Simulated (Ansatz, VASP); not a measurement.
## Al2Cu in VASP and in Ansatz

```
CELL_PARAMETERS angstrom
4.17597 0.00000 0.00000
0.00000 4.17597 0.00000
0.00000 0.00000 2.88473
ATOMIC_POSITIONS crystal
Al 0.50000 0.00586 0.50000
Al 0.00000 0.47416 0.50000
Cu 0.00000 0.00848 0.00000
```

Change from the starting cell: mode 9 frozen in at -0.106 Å, equal normal strain along x and y +0.0133.

Alike in both runs: task single point; functional PBE; k mesh 10 × 10 × 14; occupations gaussian, width 0.15 eV; no spin polarisation.

|  | VASP | Ansatz |
| --- | --- | --- |
| version | VASP 6.6.1 | Ansatz 0.2.0 |
| potentials or method | VASP PAW PBE potentials, release 64 (Al, Cu), cutoff 520 eV | scalar-relativistic, plane waves, PAW |
| valence electrons in the cell | 17 | 25 |

```tsv
	VASP	Ansatz	Ansatz less VASP
gap on the k mesh at the Fermi level (eV)	none	none	-
pressure (GPa)	-1.5	-1.3	+0.22
traceless stress, the component that is largest in VASP (GPa)	-0.76	-0.77	-0.010
rms of the force components (eV/Å)	0.486	0.485	-0.0018
```

Atom by atom the forces differ by 0.002 eV/Å (rms over components). A gap of «none» marks a metal or a gap that the smearing closes. VASP's potentials hold 17 valence electrons a cell and Ansatz's 25, so a difference there can come from the potentials and not from the codes.
